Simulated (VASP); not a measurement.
# C (Im-3m) in VASP: notebook, part 3 of 3

VASP 6.6.1. The steps go on from the part before.

## (5) Single point, BLYP (volume scaled by 0.96)

Contents of INCAR:

```
SYSTEM = C
  PREC = Accurate
  ENCUT = 520
  EDIFF = 1E-7
  ISMEAR = -1
  SIGMA = 0.1
  LREAL = .FALSE.
  LASPH = .TRUE.
  NELM = 100
  ALGO = Normal
  ISIF = 2
  LWAVE = .FALSE.
  LCHARG = .FALSE.
  GGA = B5
  ALDAX = 1.0
  AGGAX = 1.0
  AGGAC = 1.0
  ALDAC = 0.0
  NBANDS = 8
```

Contents of KPOINTS:

```
Automatic mesh
0
G
  20 20 20
  0 0 0
```

Contents of POSCAR:

```
C
1.0
   -1.2154683533      1.2154683533      1.2154683533
    1.2154683533     -1.2154683533      1.2154683533
    1.2154683533      1.2154683533     -1.2154683533
C
1
Direct
    0.0000000000      0.0000000000      0.0000000000
```

Potentials or basis: VASP PAW PBE potentials, release 64 (C).

Command:

```sh
$ cat potpaw_PBE.64/C/POTCAR > POTCAR
$ mpirun -np 1 vasp_std > vasp.out
```

OUTCAR:

```text
SYSTEM = C
   PREC = Accurate
   ENCUT = 520
   EDIFF = 1E-7
   ISMEAR = -1
   LREAL = .FALSE.
   LASPH = .TRUE.
   NELM = 100
   ISIF = 2
   GGA = B5

 ion  position               nearest neighbor table
   1  0.000  0.000  0.000-

  LATTYP: Found a body centered cubic cell.
 ALAT       =     2.4309367066

  Lattice vectors:

 A1 = (  -1.2154683533,   1.2154683533,   1.2154683533)
 A2 = (   1.2154683533,  -1.2154683533,   1.2154683533)
 A3 = (   1.2154683533,   1.2154683533,  -1.2154683533)

Analysis of symmetry for initial positions (statically):
=====================================================================
 Subroutine PRICEL returns:
 Original cell was already a primitive cell.

 Routine SETGRP: Setting up the symmetry group for a
 body centered cubic supercell.

 Subroutine GETGRP returns: Found 48 space group operations
 (whereof 48 operations were pure point group operations)
 out of a pool of 48 trial point group operations.

The static configuration has the point symmetry O_h .

Analysis of symmetry for dynamics (positions and initial velocities):
=====================================================================
 Subroutine PRICEL returns:
 Original cell was already a primitive cell.

 Routine SETGRP: Setting up the symmetry group for a
 body centered cubic supercell.

 Subroutine GETGRP returns: Found 48 space group operations
 (whereof 48 operations were pure point group operations)
 out of a pool of 48 trial point group operations.

The dynamic configuration has the point symmetry O_h .

 Subroutine INISYM returns: Found 48 space group operations
 (whereof 48 operations are pure point group operations),
 and found     1 'primitive' translations

----------------------------------------------------------------------------------------

                                     Primitive cell

  volume of cell :       7.1828

  direct lattice vectors                    reciprocal lattice vectors
    -1.215468353  1.215468353  1.215468353     0.000000000  0.411364063  0.411364063
     1.215468353 -1.215468353  1.215468353     0.411364063  0.000000000  0.411364063
     1.215468353  1.215468353 -1.215468353     0.411364063  0.411364063  0.000000000

  length of vectors
     2.105252943  2.105252943  2.105252943     0.581756637  0.581756637  0.581756637

  position of ions in fractional coordinates (direct lattice)
     0.000000000  0.000000000  0.000000000

  ion indices of the primitive-cell ions
   primitive index   ion index
                 1           1

----------------------------------------------------------------------------------------

 KPOINTS: Automatic mesh

Automatic generation of k-mesh.
 Grid dimensions read from file:
 generate k-points for:   20   20   20

 Generating k-lattice:

  Cartesian coordinates                     Fractional coordinates (reciprocal lattice)
     0.000000000  0.020568203  0.020568203     0.050000000  0.000000000  0.000000000
     0.020568203  0.000000000  0.020568203     0.000000000  0.050000000  0.000000000
     0.020568203  0.020568203  0.000000000     0.000000000  0.000000000  0.050000000

  Length of vectors
     0.029087832  0.029087832  0.029087832

  Shift w.r.t. Gamma in fractional coordinates (k-lattice)
     0.000000000  0.000000000  0.000000000

 Subroutine IBZKPT returns following result:
 ===========================================

 Found    256 irreducible k-points:

 Following reciprocal coordinates:
            Coordinates               Weight
  0.000000  0.000000  0.000000      1.000000
  0.050000  0.000000  0.000000     12.000000
  0.100000  0.000000  0.000000     12.000000
  0.150000  0.000000  0.000000     12.000000
  0.200000  0.000000  0.000000     12.000000
  0.250000  0.000000  0.000000     12.000000
[... 16 lines left out ...]
  0.200000  0.100000  0.000000     48.000000
  0.250000  0.100000  0.000000     48.000000
 [... further k-points ...]
   k-points           NKPTS =    256   k-points in BZ     NKDIM =    256   number of bands    NBANDS=      8
   number of dos      NEDOS =    301   number of ions     NIONS =      1
   total plane-waves  NPLWV =   4096
   dimension x,y,z NGX =    16 NGY =   16 NGZ =   16
   dimension x,y,z NGXF=    32 NGYF=   32 NGZF=   32
   ions per type =               1
   NGX,Y,Z   is equivalent  to a cutoff of  12.63, 12.63, 12.63 a.u.
   NGXF,Y,Z  is equivalent  to a cutoff of  25.27, 25.27, 25.27 a.u.
 SYSTEM =  C
   PREC   = accura    normal or accurate (medium, high low for compatibility)
   ISTART =      0    job   : 0-new  1-cont  2-samecut
   ICHARG =      2    charge: 1-file 2-atom 10-const
   ISPIN  =      1    spin polarized calculation?
   LNONCOLLINEAR =      F non collinear calculations
   LSORBIT =      F    spin-orbit coupling
   LASPH  =      T    aspherical Exc in radial PAW
   ENCUT  =  520.0 eV  38.22 Ry    6.18 a.u.   3.91  3.91  3.91*2*pi/ulx,y,z
   NELM   =    100;   NELMIN=  2; NELMDL= -5     # of ELM steps
   EDIFF  = 0.1E-06   stopping-criterion for ELM
   LREAL  =      F    real-space projection
   EDIFFG = 0.1E-05   stopping-criterion for IOM
   NSW    =      0    number of steps for IOM
   IBRION =     -1    ionic relax: 0-MD 1-quasi-New 2-CG
   NFREE  =      0    steps in history (QN), initial steepest desc. (CG)
   ISIF   =      2    stress and relaxation
   ISYM   =      2    0-nonsym 1-usesym 2-fastsym
   POTIM  = 0.5000    time-step for ionic-motion
   TEBEG  =    0.0;   TEEND  =   0.0 temperature during run
   PSTRESS=    0.0 pullay stress
   NELECT =       4.0000    total number of electrons
   NUPDOWN=      -1.0000    fix difference up-down
   EMIN   =  10.00;   EMAX   =-10.00  energy-range for DOS
   EFERMI =   0.00;   METHOD = LEGACY
   ISMEAR =    -1;   SIGMA  =   0.10  broadening in eV -4-tet -1-fermi 0-gaus
   EFERMI_NEDOS =   21; number of points for ismear=-14 and -15
   IALGO  =     38    algorithm
   IMIX   =      4    mixing-type and parameters
     AMIX     =   0.40;   BMIX     =  1.00
     AMIX_MAG =   1.60;   BMIX_MAG =  1.00
  volume/ion in A,a.u.               =       7.18        48.47
  Fermi-wavevector in a.u.,A,eV,Ry     =   1.346887  2.545247 24.682393  1.814105
  Thomas-Fermi vector in A             =   2.474682
   LORBIT       =      0    0 simple, 1 ext, 2 COOP (PROOUT), +10 PAW based schemes
   GGA     = B5    functional components
   LHFCALC =     F    Hartree Fock is set to
   AEXX    =    0.0000 exact exchange contribution
   IVDW    =     0    specifies the selected vdW correction
   LEPSILON=     F    determine dielectric tensor
   LRPA    =     F    only Hartree local field effects (RPA)
 non-spin polarized calculation
  energy-cutoff  :      520.00
  volume of cell :        7.18
 maximum number of plane-waves:       204
   NGX =  7   NGY =  7   NGZ =  7

 number of electron       4.0000000 magnetization

 Free energy of the ion-electron system (eV)
  ---------------------------------------------------
  ext. energy  EPLUGINS =         0.00000000
  ---------------------------------------------------
  free energy    TOTEN  =        -4.05437880 eV

  energy without entropy =       -4.04302585  energy(sigma->0) =       -4.04870232

 E-fermi :   7.8022     XC(G=0): -12.0389

 val. band max:        7.7536110272   @ k =   0.3000   0.2000   0.0500
 cond. band min:       7.8052545166   @ k =   0.2000   0.2000   0.2000
 fundamental gap:      0.0516434894
 Fermi energy:         7.8021611405

 k-point     1 :       0.0000    0.0000    0.0000
  band No.  band energies     occupation
      1     -10.5637      2.00000
      2      16.0151      0.00000
      3      16.0151      0.00000
      4      16.0151      0.00000
      5      40.1683      0.00000
      6      40.1683      0.00000
      7      40.1683      0.00000
      8      41.0602      0.00000

 k-point     2 :       0.0500    0.0000    0.0000
  band No.  band energies     occupation
      1     -10.4578      2.00000
      2      15.7653      0.00000
      3      15.8771      0.00000
      4      15.9891      0.00000
      5      39.4413      0.00000
      6      39.4660      0.00000
      7      40.5314      0.00000
      8      41.0828      0.00000
[... 221 lines left out ...]
 k-point    23 :       0.2000    0.1000    0.0000
  band No.  band energies     occupation
      1      -7.6188      2.00000
      2      10.3101      0.00000
      3      12.9724      0.00000
      4      14.9513      0.00000
      5      31.9832      0.00000
      6      33.3569      0.00000
      7      40.4860      0.00000
      8      42.1003      0.00000

 k-point    24 :       0.2500    0.1000    0.0000
  band No.  band energies     occupation
      1      -6.4752      2.00000
      2       8.3456      0.00869
      3      12.2421      0.00000
      4      14.7139      0.00000
      5      31.0994      0.00000
      6      32.6333      0.00000
      7      40.3650      0.00000
      8      42.6408      0.00000

 [... further k-points ...]
[... 5 lines left out ...]
  --------------------------------------------------------------------------------------
  -------------------------------------------------------------------------------------
  Total        0.2671275      0.2671275      0.2671275      0.0000000      0.0000000     -0.0000000
  in kB       59.5851692     59.5851692     59.5851692      0.0000000      0.0000000     -0.0000000
  external PRESSURE =      59.5851692 kB  Pullay stress =       0.0000000 kB

 VOLUME and BASIS-vectors are now :
 -----------------------------------------------------------------------------
  energy-cutoff  :      520.00
  volume of cell :        7.18
      direct lattice vectors                 reciprocal lattice vectors
    -1.215468353  1.215468353  1.215468353     0.000000000  0.411364063  0.411364063
     1.215468353 -1.215468353  1.215468353     0.411364063  0.000000000  0.411364063
     1.215468353  1.215468353 -1.215468353     0.411364063  0.411364063  0.000000000

 POSITION                                       TOTAL-FORCE (eV/Angst)
 -----------------------------------------------------------------------------------
      0.00000      0.00000      0.00000         0.000000     -0.000000     -0.000000
 -----------------------------------------------------------------------------------
    total drift:                                0.000000     -0.000000      0.000000

  FREE ENERGIE OF THE ION-ELECTRON SYSTEM (eV)
  ---------------------------------------------------
  free  energy   TOTEN  =        -4.0543787961 eV

  energy  without entropy=       -4.0430258459  energy(sigma->0) =       -4.04870232
```

Run time: 11 s. Hardware: 1 thread of Intel Xeon 8259CL, shared host; peak memory 0.12 GiB.

What came out:

```yaml
Free_energy: -4.0544 eV
Pressure: 6.0 GPa
Band_gap_on_the_k_mesh: zero (band 2 reaches 16.02 eV, above the bottom of band 3 at 3.45 eV)
```

Caveat: the PAW data sets were made with another functional, which shifts forces and pressure a little.

## (6) Single point, BLYP

Contents of INCAR:

```
SYSTEM = C
PREC = Accurate
ENCUT = 520
EDIFF = 1E-6
ISMEAR = -1
SIGMA = 0.1
LREAL = .False.
LASPH = .True.
NELM = 80
ALGO = Normal
ISIF = 2
LWAVE = .False.
LCHARG = .True.
GGA = B5
ALDAX = 1.0
AGGAX = 1.0
AGGAC = 1.0
ALDAC = 0.0
LELF = .True.
LVHAR = .True.
NBANDS = 8
```

Contents of KPOINTS:

```
regular mesh
0
Gamma
  20 20 20
  0 0 0
```

Contents of POSCAR:

```
C
1.0
   -1.2321206740      1.2321206740      1.2321206740
    1.2321206740     -1.2321206740      1.2321206740
    1.2321206740      1.2321206740     -1.2321206740
C
1
Direct
    0.0000000000      0.0000000000      0.0000000000
```

Potentials or basis: VASP PAW PBE potentials, release 64 (C).

Command:

```sh
$ cat potpaw_PBE.64/C/POTCAR > POTCAR
$ mpirun -np 1 vasp_std > vasp.out
```

It took 9 s on 1 thread of Intel Xeon 8259CL, shared host; peak memory 0.12 GiB.

The run converged. Its results:

| Quantity | Value |
| --- | --- |
| Free energy | -4.0600 eV |
| Pressure | 0.1 GPa |
| Band gap on the k mesh | zero (band 2 reaches 15.15 eV, above the bottom of band 3 at 3.16 eV) |

Levels at points of the mesh, in eV from the Fermi level:
```tsv
k point	band 1	band 2	band 3	band 4	band 5	band 6	band 7
(0.00, 0.00, 0.00)	-17.87	7.86	7.86	7.86	31.75	31.75	31.75
(0.50, 0.00, 0.00)	-8.28	-7.55	3.88	6.78	20.69	22.37	32.67
(0.50, 0.50, 0.50)	-1.26	-1.26	-1.26	-0.73	12.61	12.61	40.67
```

Caveat: the PAW data sets were made with another functional, which shifts forces and pressure a little.

## (7) Overview

| cell | k mesh | gap on the mesh (eV) | pressure (GPa) |
| --- | --- | --- | --- |
| a = 2.134 Å, angles 109.5°, 1 atom | 18 × 18 × 18 | none | 0.2 |
| a = 2.045 Å, angles 109.5°, 1 atom | 20 × 20 × 20 | none | 22.1 |
| a = 2.076 Å, angles 109.5°, 1 atom | 20 × 20 × 20 | none | 13.2 |
| a = 2.105 Å, angles 109.5°, 1 atom | 20 × 20 × 20 | none | 6.0 |
| a = 2.134 Å, angles 109.5°, 1 atom | 20 × 20 × 20 | none | 0.1 |

Alike in all rows: task single point; level BLYP; potentials or basis VASP PAW PBE potentials, release 64 (C); no spin polarisation; cutoff (eV) 520; smearing fermi-dirac 0.1 eV.

Caveats: the PAW data sets were made with another functional, which shifts forces and pressure a little.

Total energies depend on the potentials used, so only differences within one code and one set of settings carry meaning.
